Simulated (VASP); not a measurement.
A run of VASP 6.6.1:

The input INCAR:

```
SYSTEM = Pr
PREC = Accurate ; ENCUT = 520
EDIFF = 1E-6 ; ISMEAR = 0
SIGMA = 0.02 ; LREAL = .FALSE.
LASPH = .TRUE. ; NELM = 150
ALGO = Normal ; ISIF = 2
LWAVE = .FALSE. ; LCHARG = .FALSE.
ISPIN = 2 ; MAGMOM = 2
LORBIT = 11 ; LMAXMIX = 6
GGA = CA ; NBANDS = 16
```

KPOINTS

```
Automatic mesh
0
G
  9 9 9
  0 0 0
```

File POSCAR:

```
Pr
1.0
    3.6327551300      0.0000000000      0.0000000000
   -1.2109183764      3.4249943825      0.0000000000
   -1.2109183764     -1.7124971907      2.9661321434
Pr
1
Direct
    0.0000000000      0.0000000000      0.0000000000
```

Potentials or basis: VASP PAW PBE potentials, release 64 (Pr).

Run with:

```bash
$ cat potpaw_PBE.64/Pr/POTCAR > POTCAR
$ mpirun -np 1 vasp_std > vasp.out
```

Hardware: 1 thread of AMD EPYC 7R43 64-Core Processor (Zen 3) (shared host).

Question: How long does it take, and how much memory?

Answer: Run time: 110 s on 1 thread of AMD EPYC 7R43 64-Core Processor (Zen 3), with other jobs on the host, peak memory 0.15 GiB. Counts: scf iterations 22, k points 35.
